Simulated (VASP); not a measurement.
Write the native input for VASP 6.6.1 that does the following.

```yaml
Task: relaxation of shape and atoms at fixed volume
Functional: PBEsol
Potentials_or_basis: VASP PAW PBE potentials, release 64 (Ge_d)
Cutoff: 600 eV
k_mesh: 12 × 12 × 6
Occupations: gaussian, width 0.1 eV
Spin: no spin polarisation
Dipole_correction: no
Further_INCAR_settings: ALGO = Fast; EDIFF = 1e-06; IBRION = 2; EDIFFG = -0.01; NSW = 50; ISIF = 4
```

The structure of Ge lies in POSCAR:

```
Ge
1.0
    4.1284826879      0.0000000000      0.0000000000
   -2.0642413439      3.5753708868      0.0000000000
    0.0000000000      0.0000000000      6.8010779142
Ge
4
Direct
    0.6666666667      0.3333333333      0.0626389548
    0.3333333333      0.6666666667      0.5626389548
    0.6666666667      0.3333333333      0.4373610452
    0.3333333333      0.6666666667      0.9373610452
```

This isn't the form of Ge at room conditions, which is diamond.

These files were run (other wordings do the same):

INCAR

```
SYSTEM = Ge
PREC     = Accurate       ! precision mode
ENCUT    = 600            ! plane-wave cutoff, eV
EDIFF    = 1E-6           ! SCF threshold, eV
ISMEAR   = 0              ! smearing method
SIGMA    = 0.1            ! smearing width, eV
LREAL    = .FALSE.        ! projectors in reciprocal space
LASPH    = .TRUE.         ! aspherical terms in the spheres
NELM     = 60             ! most SCF steps
ALGO     = Fast           ! electronic algorithm
ISIF     = 4              ! what is computed and relaxed
LWAVE    = .FALSE.        ! write WAVECAR
LCHARG   = .FALSE.        ! write CHGCAR
GGA      = PS             ! functional
IBRION   = 2              ! ionic algorithm
NSW      = 50             ! ionic steps
EDIFFG   = -0.01          ! ionic threshold
```

KPOINTS

```
regular mesh
0
G
  12 12 6
  0 0 0
```

Potentials or basis: VASP PAW PBE potentials, release 64 (Ge_d).

Run with:

```sh
$ cat potpaw_PBE.64/Ge_d/POTCAR > POTCAR
$ mpirun -np 1 vasp_std > vasp.out
```

Results of the run:

* Energy gained by relaxing: 0.0 meV/atom
* Ionic steps: 2
* Pressure after relaxing: -5.2 GPa
* Largest force after relaxing: 0.003 eV/Å
* Band gap on the k mesh: zero (bands 28 and 29 overlap by 0.01 eV)

Caveat: semilocal functionals underestimate gaps, and a narrow one can read as zero; the PAW data sets were made with another functional, which shifts forces and pressure a little.

Wall time 15 min on 1 thread of Oxide Virtual Turin-like Processor, on a shared host, peak memory 0.36 GiB.
